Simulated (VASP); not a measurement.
A run of VASP 6.6.1 is set up as follows.

INCAR

```
ALGO = Normal
EDIFF = 1E-7
ENCUT = 520
GGA = PS
ISIF = 2
ISMEAR = 0
LASPH = True
LCHARG = True
LELF = True
LREAL = False
LVHAR = True
LWAVE = False
NBANDS = 11
NELM = 80
PREC = Accurate
SIGMA = 0.15
```

File KPOINTS:

```
k-points
0
Gamma
  18 18 18
```

The input POSCAR:

```
Hf
1.0
    0.0000000000      2.1312000000      2.3088000000
    2.1312000000      0.0000000000      2.3088000000
    2.1312000000      2.1312000000      0.0000000000
Hf
1
Direct
    0.0000000000      0.0000000000      0.0000000000
```

Potentials or basis: VASP PAW PBE potentials, release 64 (Hf_pv).

Command:

```bash
$ cat potpaw_PBE.64/Hf_pv/POTCAR > POTCAR
$ mpirun -np 1 vasp_std > vasp.out
```

(1) What does it give for the pressure?

(2) Estimate the band gap on the k mesh.

## Answers

(1) 2.7 GPa.

(2) zero (bands 5 and 6 overlap by 1.71 eV).

Caveat: the cell differs from its parent crystal (strain -0.040 along x and y, +0.040 along z); the PAW data sets were made with another functional, which shifts forces and pressure a little; spin-orbit coupling is left out, which moves the levels of the heavy elements.
